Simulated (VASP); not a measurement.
# Ca3Zr3N2 (P4/mmm) in VASP: notebook, part 2 of 2

VASP 6.6.1. The steps go on from the part before.

### Step 4. Relaxation of cell and atoms, PBE

This run uses another cell than the first one, of 19.33 Å³/atom.

The input, INCAR:

```
SYSTEM = Ca3Zr3N2
PREC     = Accurate       ! precision mode
ENCUT    = 600            ! plane-wave cutoff, eV
EDIFF    = 1E-7           ! SCF threshold, eV
ISMEAR   = 0              ! smearing method
SIGMA    = 0.2            ! smearing width, eV
LREAL    = .FALSE.        ! projectors in reciprocal space
LASPH    = .TRUE.         ! aspherical terms in the spheres
NELM     = 120            ! most SCF steps
ALGO     = Normal         ! electronic algorithm
ISIF     = 3              ! what is computed and relaxed
LWAVE    = .FALSE.        ! write WAVECAR
LCHARG   = .FALSE.        ! write CHGCAR
GGA      = PE             ! functional
IBRION   = 2              ! ionic algorithm
NSW      = 36             ! ionic steps
EDIFFG   = -0.08          ! ionic threshold
GGA_COMPAT= .FALSE.      
NELMIN   = 4
```

The input, KPOINTS:

```
regular mesh
0
G
  5 5 2
  0 0 0
```

The input, POSCAR:

```
Ca3Zr3N2
1.0
    3.3000000000      0.0000000000      0.0000000000
    0.0000000000      3.3000000000      0.0000000000
    0.0000000000      0.0000000000     14.2000000000
Ca Zr N
3 3 2
Direct
    0.0000000000      0.0000000000      0.6690000000
    0.0000000000      0.0000000000      0.3310000000
    0.5000000000      0.5000000000      0.5000000000
    0.0000000000      0.0000000000      0.0000000000
    0.5000000000      0.5000000000      0.8450000000
    0.5000000000      0.5000000000      0.1550000000
    0.0000000000      0.0000000000      0.1550000000
    0.0000000000      0.0000000000      0.8450000000
```

Potentials or basis: VASP PAW PBE potentials, release 64 (Ca_sv, Zr_sv, N).

The run is started by

```console
$ cat potpaw_PBE.64/Ca_sv/POTCAR potpaw_PBE.64/Zr_sv/POTCAR potpaw_PBE.64/N/POTCAR > POTCAR
$ mpirun -np 1 vasp_std > vasp.out
```

OUTCAR:

```text
SYSTEM = Ca3Zr3N2
   PREC = Accurate
   ENCUT = 600
   EDIFF = 1E-7
   ISMEAR = 0
   LREAL = .FALSE.
   LASPH = .TRUE.
   NELM = 120
   ISIF = 3
   GGA = PE
   IBRION = 2
   NSW = 36
   EDIFFG = -0.08
   NELMIN = 4

 ion  position               nearest neighbor table
   1  0.000  0.000  0.669-   5 3.42   5 3.42   5 3.42   5 3.42
   2  0.000  0.000  0.331-   6 3.42   6 3.42   6 3.42   6 3.42
   3  0.500  0.500  0.500-
   4  0.000  0.000  0.000-   7 2.20   8 2.20   5 3.21   6 3.21   5 3.21   6 3.21   5 3.21   6 3.21
                             5 3.21   6 3.21
   5  0.500  0.500  0.845-   8 2.33   8 2.33   8 2.33   8 2.33   4 3.21   4 3.21   4 3.21   4 3.21
                             1 3.42   1 3.42   1 3.42   1 3.42
   6  0.500  0.500  0.155-   7 2.33   7 2.33   7 2.33   7 2.33   4 3.21   4 3.21   4 3.21   4 3.21
                             2 3.42   2 3.42   2 3.42   2 3.42
   7  0.000  0.000  0.155-   4 2.20   6 2.33   6 2.33   6 2.33   6 2.33
   8  0.000  0.000  0.845-   4 2.20   5 2.33   5 2.33   5 2.33   5 2.33

  LATTYP: Found a simple tetragonal cell.
 ALAT       =     3.3000000000
 C/A-ratio  =     4.3030303030

  Lattice vectors:

 A1 = (   3.3000000000,   0.0000000000,   0.0000000000)
 A2 = (   0.0000000000,   3.3000000000,   0.0000000000)
 A3 = (   0.0000000000,   0.0000000000,  14.2000000000)

Analysis of symmetry for initial positions (statically):
=====================================================================
 Subroutine PRICEL returns:
 Original cell was already a primitive cell.

 Routine SETGRP: Setting up the symmetry group for a
 simple tetragonal supercell.

 Subroutine GETGRP returns: Found 16 space group operations
 (whereof 16 operations were pure point group operations)
 out of a pool of 16 trial point group operations.

The static configuration has the point symmetry D_4h.

Analysis of symmetry for dynamics (positions and initial velocities):
=====================================================================
 Subroutine PRICEL returns:
 Original cell was already a primitive cell.

 Routine SETGRP: Setting up the symmetry group for a
 simple tetragonal supercell.

 Subroutine GETGRP returns: Found 16 space group operations
 (whereof 16 operations were pure point group operations)
 out of a pool of 16 trial point group operations.
[... 141 lines left out ...]

 number of electron      75.9999999 magnetization

 Free energy of the ion-electron system (eV)
  ---------------------------------------------------
  ext. energy  EPLUGINS =         0.00000000
  ---------------------------------------------------
  free energy    TOTEN  =       -52.64112346 eV

  energy without entropy =      -52.52074392  energy(sigma->0) =      -52.58093369

------------------------ aborting loop because EDIFF is reached ----------------------------------------

  FORCE on cell =-STRESS in cart. coord.  units (eV):
  Direction    XX          YY          ZZ          XY          YZ          ZX
  --------------------------------------------------------------------------------------
  -------------------------------------------------------------------------------------
  Total        3.6540387      3.6540387      8.9655829      0.0000000     -0.0000000      0.0000000
  in kB       37.8588575     37.8588575     92.8908396      0.0000000     -0.0000000      0.0000000
  external PRESSURE =      56.2028515 kB  Pullay stress =       0.0000000 kB
[... 107 lines left out ...]
  FREE ENERGIE OF THE ION-ELECTRON SYSTEM (eV)
  ---------------------------------------------------
  free  energy   TOTEN  =       -53.0030471472 eV

  energy  without entropy=      -52.8854140961  energy(sigma->0) =      -52.94423062

 E-fermi :   6.0263     XC(G=0): -10.0498

 val. band max:        5.9677274415   @ k =   0.2000   0.2000   0.0000
 cond. band min:       6.1237788743   @ k =   0.4000   0.0000   0.5000
 fundamental gap:      0.1560514328
 Fermi energy:         6.0262748302

 k-point     1 :       0.0000    0.0000    0.0000
  band No.  band energies     occupation
      1     -42.8043      2.00000
      2     -42.7939      2.00000
      3     -42.4166      2.00000
      4     -35.5420      2.00000
      5     -34.9336      2.00000
      6     -34.9335      2.00000
[... 565 lines left out ...]
     44       8.2471      0.00000
     45       8.6633      0.00000

[... ionic steps 4 to 11 ...]

--------------------------------------- Ionic step       12  -------------------------------------------

 number of electron      76.0000003 magnetization

------------------------ aborting loop because EDIFF is reached ----------------------------------------
[... 79 lines left out ...]
--------------------------------------- Ionic step       14  -------------------------------------------

 number of electron      76.0000001 magnetization

 Free energy of the ion-electron system (eV)
  ---------------------------------------------------
  ext. energy  EPLUGINS =         0.00000000
  ---------------------------------------------------
  free energy    TOTEN  =       -53.67978890 eV

  energy without entropy =      -53.57178510  energy(sigma->0) =      -53.62578700

 E-fermi :   5.8522     XC(G=0):  -9.9389

 val. band max:        5.8404821829   @ k =   0.2000   0.2000   0.0000
 cond. band min:       5.9662293633   @ k =   0.4000   0.2000   0.0000
 fundamental gap:      0.1257471804
 Fermi energy:         5.8522024705

 k-point     1 :       0.0000    0.0000    0.0000
  band No.  band energies     occupation
      1     -43.0804      2.00000
      2     -43.0707      2.00000
      3     -42.6174      2.00000
      4     -35.7982      2.00000
      5     -35.1720      2.00000
      6     -35.1720      2.00000
[... 600 lines left out ...]
  FREE ENERGIE OF THE ION-ELECTRON SYSTEM (eV)
  ---------------------------------------------------
  free  energy   TOTEN  =       -53.6797889025 eV

  energy  without entropy=      -53.5717851049  energy(sigma->0) =      -53.62578700

 reached required accuracy - stopping structural energy minimisation
```

OSZICAR:

```text
N       E                     dE             d eps       ncg     rms          rms(c)
DAV:   1     0.948046674562E+03    0.94805E+03   -0.42368E+04  1080   0.189E+03
DAV:   2     0.352466537792E+02   -0.91280E+03   -0.89686E+03  1179   0.536E+02
DAV:   3    -0.533277359445E+02   -0.88574E+02   -0.86364E+02  1656   0.135E+02
DAV:   4    -0.603414898972E+02   -0.70138E+01   -0.68886E+01  1544   0.329E+01
[... 195 lines left out ...]
DAV:   5    -0.536797916238E+02    0.22698E-04   -0.27678E-04  1281   0.658E-02    0.144E-02
DAV:   6    -0.536797898478E+02    0.17761E-05   -0.36901E-05  1495   0.249E-02    0.871E-03
DAV:   7    -0.536797891618E+02    0.68594E-06   -0.31846E-06  1353   0.921E-03    0.268E-03
DAV:   8    -0.536797888917E+02    0.27012E-06   -0.51216E-07  1193   0.325E-03    0.101E-03
DAV:   9    -0.536797889025E+02   -0.10821E-07   -0.47528E-08   638   0.148E-03
  14 F= -.53679789E+02 E0= -.53625787E+02  d E =-.559157E-02
```

It took 35 min on 1 thread of Oxide Virtual Turin-like, shared host; peak memory 0.33 GiB.

Results:

```yaml
Free_energy: -53.6798 eV
Relaxed_volume: 21.72 Å³/atom
Relaxed_cell: a = 3.285 Å, b = 3.285 Å, c = 16.104 Å, α = 90.00°, β = 90.00°, γ = 90.00°
Space_group_after_relaxing_to_0.1_Å: P4/mmm (No. 123)
Energy_gained_by_relaxing: 129.8 meV/atom
Ionic_steps: 14
Pressure_after_relaxing: -0.1 GPa
Largest_force_after_relaxing: 0.046 eV/Å
Band_gap_on_the_k_mesh: zero (bands 38 and 39 overlap by 0.54 eV)
```

Forces on the atoms (eV/Å):
```
Ca   0.000  0.000 -0.027
Ca   0.000  0.000  0.027
Ca   0.000  0.000  0.000
Zr   0.000  0.000  0.000
Zr   0.000  0.000  0.000
Zr   0.000  0.000  0.000
N    0.000  0.000 -0.046
N    0.000  0.000  0.046
```

Stress tensor (GPa, compression positive):
```
-0.06  0.00  0.00
 0.00 -0.06  0.00
 0.00  0.00 -0.30
```

The path:
| step | energy change (eV) | largest force (eV/Å) | pressure (GPa) | volume (Å³) |
| --- | --- | --- | --- | --- |
| 1 | 0.0000 | 1.2713 | 5.62 | 154.64 |
| 2 | -0.3525 | 1.0608 | -3.33 | 170.26 |
| 3 | -0.3619 | 1.0879 | -2.24 | 167.89 |
| 4 | -0.5966 | 0.7970 | -0.97 | 166.24 |
| 5 | -0.7327 | 0.5744 | 1.20 | 164.04 |
| 6 | -0.7362 | 0.6514 | 1.79 | 163.52 |
| 7 | -0.8330 | 0.7034 | -0.51 | 169.25 |
| 8 | -0.8454 | 0.7260 | -1.45 | 171.93 |
| 9 | -0.9474 | 0.5191 | -0.22 | 170.87 |
| 10 | -0.9962 | 0.1944 | 1.58 | 169.53 |
| 11 | -1.0308 | 0.1811 | -0.25 | 174.76 |
| 12 | -1.0331 | 0.1816 | 0.07 | 173.70 |
| 13 | -1.0374 | 0.0842 | -0.04 | 173.75 |
| 14 | -1.0387 | 0.0464 | -0.14 | 173.79 |

Final structure:
```
Ca Zr N
1.0
     3.28513    0.00000    0.00000
     0.00000    3.28513    0.00000
     0.00000    0.00000   16.10357
Ca Zr N
3 3 2
Cartesian
  0.0000 0.0000 11.3046
  0.0000 0.0000 4.7990
  1.6426 1.6426 8.0518
  0.0000 0.0000 0.0000
  1.6426 1.6426 13.8840
  1.6426 1.6426 2.2195
  0.0000 0.0000 2.3257
  0.0000 0.0000 13.7779
```

Levels at points of the mesh, in eV from the Fermi level:
| k point | band 35 | band 36 | band 37 | band 38 | band 39 | band 40 | band 41 | band 42 |
| --- | --- | --- | --- | --- | --- | --- | --- | --- |
| (0.00, 0.00, 0.00) | -2.07 | -2.07 | -1.57 | -1.38 | -0.10 | 0.29 | 1.10 | 1.13 |
| (0.00, 0.00, 0.50) | -2.07 | -2.07 | -1.68 | -1.38 | 0.16 | 0.29 | 0.90 | 1.09 |

Caveat: the k points lie up to 0.38 Å⁻¹ apart in the final cell, too coarse for converged energies and pressures of a metal; the relaxation stopped at a loose force limit of 0.08 eV/Å, so its end isn't a converged minimum.

### Step 5. Overview

```tsv
task	cell	k mesh	gap on the mesh (eV)	pressure (GPa)	largest force (eV/Å)
single point	a = 3.278, b = 3.278, c = 15.938 Å, 8 atoms, atomic positions A	5 × 5 × 2	none	0.8	0.06
single point	a = 3.294, b = 3.294, c = 15.871 Å, 8 atoms, atomic positions B	6 × 6 × 2	none	0.1	0.02
relaxation of cell and atoms	relaxed from a = 3.300, b = 3.300, c = 14.200 Å, 8 atoms, atomic positions C	5 × 5 × 2	none	-0.1	0.05
```

Alike in all rows: level PBE; potentials or basis VASP PAW PBE potentials, release 64 (Ca_sv, Zr_sv, N); no spin polarisation; cutoff (eV) 600; smearing gaussian 0.2 eV.

Caveats: some runs use coarse meshes; the relaxation stopped at a loose force limit of 0.08 eV/Å, so its end isn't a converged minimum (at least some runs).

Absolute energies hang on the potentials; compare differences alone.

The gap in the log of VASP goes by the Fermi energy; the results here count the filled bands.